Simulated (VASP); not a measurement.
# CuI (rocksalt type) (Fm-3m) in VASP: single point with PBEsol

Aim: the single point of CuI (rocksalt type) with PBEsol.

All numbers are computed with VASP 6.6.1; they aren't measurements. Logs are shortened: lines on timing, memory, paths and dates and some standing lists are left out, and cuts for length are marked.

## 1. The cell of the first run

Symmetry: Fm-3m, No. 225, cubic system. Conventional cell: a = 4.283 Å, b = 4.283 Å, c = 4.283 Å, α = 90.00°, β = 90.00°, γ = 90.00°. Within 2.8 Å of Cu (site symmetry m-3m) lie 6 I at 2.14 Å. I (site symmetry m-3m) has 6 Cu at 2.14 Å within 2.8 Å.

## 2. Single point, PBEsol (9.82 Å³/atom)

Contents of POSCAR:

```
CuI
1.0
    0.0000000000      2.1415985702      2.1415985702
    2.1415985702      0.0000000000      2.1415985702
    2.1415985702      2.1415985702      0.0000000000
Cu I
1 1
Direct
    0.0000000000      0.0000000000      0.0000000000
    0.5000000000      0.5000000000      0.5000000000
```

Contents of INCAR.step1:

```
SYSTEM = CuI
  PREC = Accurate
  ENCUT = 520
  EDIFF = 1E-7
  ISMEAR = -1
  SIGMA = 0.05
  LREAL = .False.
  LASPH = .True.
  NELM = 100
  ALGO = Normal
  ISIF = 2
  LWAVE = .False.
  LCHARG = .True.
  LMAXMIX = 4
  GGA = PS
  NBANDS = 16
```

Contents of KPOINTS.step1:

```
regular mesh
0
Gamma
  13 13 13
  0 0 0
```

Contents of INCAR.step2:

```
SYSTEM = CuI
  PREC = Accurate
  ENCUT = 520
  EDIFF = 1E-7
  ISMEAR = -5
  SIGMA = 0.05
  LREAL = .False.
  LASPH = .True.
  NELM = 100
  ALGO = Normal
  ISIF = 2
  LWAVE = .False.
  LCHARG = .False.
  LMAXMIX = 4
  GGA = PS
  LORBIT = 11
  NBANDS = 16
  NEDOS = 2001
  ICHARG = 11
```

Contents of KPOINTS.step2:

```
regular mesh
0
Gamma
  20 20 20
  0 0 0
```

Potentials or basis: VASP PAW PBE potentials, release 64 (Cu, I).

The run is started by

```bash
$ cat potpaw_PBE.64/Cu/POTCAR potpaw_PBE.64/I/POTCAR > POTCAR
$ cp INCAR.step1 INCAR
$ cp KPOINTS.step1 KPOINTS
$ mpirun -np 1 vasp_std > vasp.out
$ cp INCAR.step2 INCAR
$ cp KPOINTS.step2 KPOINTS
$ mpirun -np 1 vasp_std > vasp.out
```

OUTCAR:

```text
SYSTEM = CuI
   PREC = Accurate
   ENCUT = 520
   EDIFF = 1E-7
   ISMEAR = -5
   LREAL = .False.
   LASPH = .True.
   NELM = 100
   ISIF = 2
   GGA = PS
   LORBIT = 11
   ICHARG = 11

 ion  position               nearest neighbor table
   1  0.000  0.000  0.000-   2 2.14   2 2.14   2 2.14   2 2.14   2 2.14   2 2.14
   2  0.500  0.500  0.500-   1 2.14   1 2.14   1 2.14   1 2.14   1 2.14   1 2.14

  LATTYP: Found a face centered cubic cell.
 ALAT       =     4.2831971404

  Lattice vectors:

 A1 = (   0.0000000000,   2.1415985702,   2.1415985702)
 A2 = (   2.1415985702,   0.0000000000,   2.1415985702)
 A3 = (   2.1415985702,   2.1415985702,   0.0000000000)

Analysis of symmetry for initial positions (statically):
=====================================================================
 Subroutine PRICEL returns:
 Original cell was already a primitive cell.

 Routine SETGRP: Setting up the symmetry group for a
 face centered cubic supercell.

 Subroutine GETGRP returns: Found 48 space group operations
 (whereof 48 operations were pure point group operations)
 out of a pool of 48 trial point group operations.

The static configuration has the point symmetry O_h .

Analysis of symmetry for dynamics (positions and initial velocities):
=====================================================================
 Subroutine PRICEL returns:
 Original cell was already a primitive cell.

 Routine SETGRP: Setting up the symmetry group for a
 face centered cubic supercell.

 Subroutine GETGRP returns: Found 48 space group operations
 (whereof 48 operations were pure point group operations)
 out of a pool of 48 trial point group operations.

The dynamic configuration has the point symmetry O_h .

 Subroutine INISYM returns: Found 48 space group operations
 (whereof 48 operations are pure point group operations),
 and found     1 'primitive' translations

----------------------------------------------------------------------------------------

                                     Primitive cell

  volume of cell :      19.6446

  direct lattice vectors                    reciprocal lattice vectors
     0.000000000  2.141598570  2.141598570    -0.233470458  0.233470458  0.233470458
     2.141598570  0.000000000  2.141598570     0.233470458 -0.233470458  0.233470458
     2.141598570  2.141598570  0.000000000     0.233470458  0.233470458 -0.233470458

  length of vectors
     3.028677743  3.028677743  3.028677743     0.404382696  0.404382696  0.404382696

  position of ions in fractional coordinates (direct lattice)
     0.000000000  0.000000000  0.000000000
     0.500000000  0.500000000  0.500000000

  ion indices of the primitive-cell ions
   primitive index   ion index
                 1           1
                 2           2

----------------------------------------------------------------------------------------

 KPOINTS: regular mesh

Automatic generation of k-mesh.
 Grid dimensions read from file:
 generate k-points for:   20   20   20

 Generating k-lattice:

  Cartesian coordinates                     Fractional coordinates (reciprocal lattice)
    -0.011673523  0.011673523  0.011673523     0.050000000  0.000000000  0.000000000
     0.011673523 -0.011673523  0.011673523     0.000000000  0.050000000  0.000000000
     0.011673523  0.011673523 -0.011673523     0.000000000  0.000000000  0.050000000

  Length of vectors
     0.020219135  0.020219135  0.020219135

  Shift w.r.t. Gamma in fractional coordinates (k-lattice)
     0.000000000  0.000000000  0.000000000

 TETIRR: Found   1093 inequivalent tetrahedra from    48000

 Subroutine IBZKPT returns following result:
 ===========================================

 Found    256 irreducible k-points:

 Following reciprocal coordinates:
            Coordinates               Weight
  0.000000  0.000000  0.000000      1.000000
  0.050000  0.000000  0.000000      8.000000
  0.100000  0.000000  0.000000      8.000000
  0.150000  0.000000  0.000000      8.000000
  0.200000  0.000000  0.000000      8.000000
  0.250000  0.000000  0.000000      8.000000
[... 16 lines left out ...]
 -0.400000  0.050000  0.000000     24.000000
 -0.350000  0.050000  0.000000     24.000000
 [... further k-points ...]
   k-points           NKPTS =    256   k-points in BZ     NKDIM =    256   number of bands    NBANDS=     16
   number of dos      NEDOS =   2001   number of ions     NIONS =      2
   total plane-waves  NPLWV =  13824
   dimension x,y,z NGX =    24 NGY =   24 NGZ =   24
   dimension x,y,z NGXF=    48 NGYF=   48 NGZF=   48
   ions per type =               1   1
   NGX,Y,Z   is equivalent  to a cutoff of  13.17, 13.17, 13.17 a.u.
   NGXF,Y,Z  is equivalent  to a cutoff of  26.35, 26.35, 26.35 a.u.
 SYSTEM =  CuI
   PREC   = accura    normal or accurate (medium, high low for compatibility)
   ISTART =      0    job   : 0-new  1-cont  2-samecut
   ICHARG =     11    charge: 1-file 2-atom 10-const
   ISPIN  =      1    spin polarized calculation?
   LNONCOLLINEAR =      F non collinear calculations
   LSORBIT =      F    spin-orbit coupling
   LASPH  =      T    aspherical Exc in radial PAW
   ENCUT  =  520.0 eV  38.22 Ry    6.18 a.u.   5.63  5.63  5.63*2*pi/ulx,y,z
   NELM   =    100;   NELMIN=  2; NELMDL=  0     # of ELM steps
   EDIFF  = 0.1E-06   stopping-criterion for ELM
   LREAL  =      F    real-space projection
   EDIFFG = 0.1E-05   stopping-criterion for IOM
   NSW    =      0    number of steps for IOM
   IBRION =     -1    ionic relax: 0-MD 1-quasi-New 2-CG
   NFREE  =      0    steps in history (QN), initial steepest desc. (CG)
   ISIF   =      2    stress and relaxation
   ISYM   =      2    0-nonsym 1-usesym 2-fastsym
   POTIM  = 0.5000    time-step for ionic-motion
   TEBEG  =    0.0;   TEEND  =   0.0 temperature during run
   PSTRESS=    0.0 pullay stress
   NELECT =      18.0000    total number of electrons
   NUPDOWN=      -1.0000    fix difference up-down
   EMIN   =  10.00;   EMAX   =-10.00  energy-range for DOS
   EFERMI =   0.00;   METHOD = LEGACY
   ISMEAR =    -5;   SIGMA  =   0.05  broadening in eV -4-tet -1-fermi 0-gaus
   EFERMI_NEDOS =   21; number of points for ismear=-14 and -15
   IALGO  =     38    algorithm
   IMIX   =      4    mixing-type and parameters
     AMIX     =   0.40;   BMIX     =  1.00
     AMIX_MAG =   1.60;   BMIX_MAG =  1.00
  volume/ion in A,a.u.               =       9.82        66.28
  Fermi-wavevector in a.u.,A,eV,Ry     =   1.590075  3.004806 34.400132  2.528338
  Thomas-Fermi vector in A             =   2.688826
   LORBIT       =     11    0 simple, 1 ext, 2 COOP (PROOUT), +10 PAW based schemes
   GGA     = PS    functional components
   LHFCALC =     F    Hartree Fock is set to
   AEXX    =    0.0000 exact exchange contribution
   IVDW    =     0    specifies the selected vdW correction
   LEPSILON=     F    determine dielectric tensor
   LRPA    =     F    only Hartree local field effects (RPA)
 non-spin polarized calculation
 Fermi weights with tetrahedron method with Bloechl corrections
  energy-cutoff  :      520.00
  volume of cell :       19.64
 maximum number of plane-waves:       544

 number of electron      18.0000013 magnetization

 Free energy of the ion-electron system (eV)
  ---------------------------------------------------
  ext. energy  EPLUGINS =         0.00000000
  ---------------------------------------------------
  free energy    TOTEN  =         6.22764941 eV

  energy without entropy =        6.22764941  energy(sigma->0) =        6.22764941

 E-fermi :  23.6617     XC(G=0): -14.8616

 val. band max:       24.0138486766   @ k =   0.4500   0.0000   0.0000
 cond. band min:      23.6652799246   @ k =   0.5000   0.4000   0.0500
 fundamental gap:     -0.3485687520
 Fermi energy:        23.6616708882

 k-point     1 :       0.0000    0.0000    0.0000
  band No.  band energies     occupation
      1      -1.0582      2.00000
      2      14.4801      2.00000
      3      14.4801      2.00000
      4      14.4801      2.00000
      5      14.8340      2.00000
      6      14.8340      2.00000
[... 8 lines left out ...]
     15      32.9071      0.00000
     16      32.9071      0.00000

 k-point     2 :       0.0500    0.0000    0.0000
  band No.  band energies     occupation
      1      -0.9940      2.00000
      2      14.4097      2.00000
      3      14.4773      2.00000
      4      14.4773      2.00000
      5      14.7749      2.00000
      6      14.7749      2.00000
[... 8 lines left out ...]
     15      32.6031      0.00000
     16      32.8691      0.00000

 k-point     3 :       0.1000    0.0000    0.0000
  band No.  band energies     occupation
      1      -0.8017      2.00000
      2      14.1848      2.00000
      3      14.3934      2.00000
      4      14.3934      2.00000
      5      14.6914      2.00000
      6      14.6914      2.00000
[... 8 lines left out ...]
     15      32.0411      0.00000
     16      33.2164      0.00000

 k-point     4 :       0.1500    0.0000    0.0000
  band No.  band energies     occupation
      1      -0.4830      2.00000
      2      13.7626      2.00000
      3      14.1273      2.00000
      4      14.1273      2.00000
      5      14.7275      2.00000
      6      14.7275      2.00000
[... 8 lines left out ...]
     15      31.8888      0.00000
     16      34.0316      0.00000
[... 324 lines left out ...]
 k-point    22 :      -0.4500    0.0500    0.0000
  band No.  band energies     occupation
      1       3.7399      2.00000
      2       7.3286      2.00000
      3      12.4301      2.00000
      4      12.4779      2.00000
      5      15.3717      2.00000
      6      15.4002      2.00000
[... 8 lines left out ...]
     15      38.0697      0.00000
     16      38.9259      0.00000

 k-point    23 :      -0.4000    0.0500    0.0000
  band No.  band energies     occupation
      1       3.0724      2.00000
      2       8.1905      2.00000
      3      12.5409      2.00000
      4      12.5607      2.00000
      5      15.2978      2.00000
      6      15.3687      2.00000
[... 8 lines left out ...]
     15      36.8649      0.00000
     16      40.3011      0.00000

 k-point    24 :      -0.3500    0.0500    0.0000
  band No.  band energies     occupation
      1       2.2653      2.00000
      2       9.3395      2.00000
      3      12.7235      2.00000
      4      12.7304      2.00000
      5      15.1895      2.00000
      6      15.2958      2.00000
[... 8 lines left out ...]
     15      35.6603      0.00000
     16      39.3599      0.00000

 [... further k-points ...]

------------------------ aborting loop because EDIFF is reached ----------------------------------------

  FORCE on cell =-STRESS in cart. coord.  units (eV):
  Direction    XX          YY          ZZ          XY          YZ          ZX
  --------------------------------------------------------------------------------------
  -------------------------------------------------------------------------------------
  Total       43.2653160     43.2653160     43.2653160      0.0000000      0.0000000     -0.0000000
  in kB     3528.6311393   3528.6311393   3528.6311393      0.0000000      0.0000000     -0.0000000
  external PRESSURE =    3528.6311393 kB  Pullay stress =       0.0000000 kB

 VOLUME and BASIS-vectors are now :
 -----------------------------------------------------------------------------
  energy-cutoff  :      520.00
  volume of cell :       19.64
      direct lattice vectors                 reciprocal lattice vectors
     0.000000000  2.141598570  2.141598570    -0.233470458  0.233470458  0.233470458
     2.141598570  0.000000000  2.141598570     0.233470458 -0.233470458  0.233470458
     2.141598570  2.141598570  0.000000000     0.233470458  0.233470458 -0.233470458

 POSITION                                       TOTAL-FORCE (eV/Angst)
 -----------------------------------------------------------------------------------
      0.00000      0.00000      0.00000         0.000000      0.000000     -0.000000
      2.14160      2.14160      2.14160         0.000000      0.000000      0.000000
 -----------------------------------------------------------------------------------
    total drift:                                0.000000     -0.000000     -0.000000

  FREE ENERGIE OF THE ION-ELECTRON SYSTEM (eV)
  ---------------------------------------------------
  free  energy   TOTEN  =         6.2276494060 eV

  energy  without entropy=        6.2276494060  energy(sigma->0) =        6.22764941

 total charge

# of ion       s       p       d       tot
------------------------------------------
    1        0.778   1.229   9.589  11.595
    2        1.564   3.198   0.520   5.281
--------------------------------------------------
tot          2.341   4.427  10.109  16.877
```

Wall time 51 s (1 thread of Intel Xeon Platinum 8559C (Emerald Rapids), shared host); peak memory 0.2 GiB.

What came out:

| Item | Value |
| --- | --- |
| Valence electrons inside the program's atomic spheres | Cu 11.60; I 5.28 |

Levels at points of the mesh, in eV from the Fermi level:
```csv
k point,band 7,band 8,band 9,band 10,band 11,band 12
"(0.00, 0.00, 0.00)",-2.53,-2.53,-2.53,3.67,6.85,6.85
"(0.50, 0.00, 0.00)",-7.59,0.50,0.50,1.59,2.03,2.03
"(0.50, 0.50, 0.00)",-7.82,-7.82,-6.51,-0.93,1.54,13.17
```

Caveat: the PAW data sets were made with another functional, which shifts forces and pressure a little; spin-orbit coupling is left out, which moves the levels of the heavy elements.
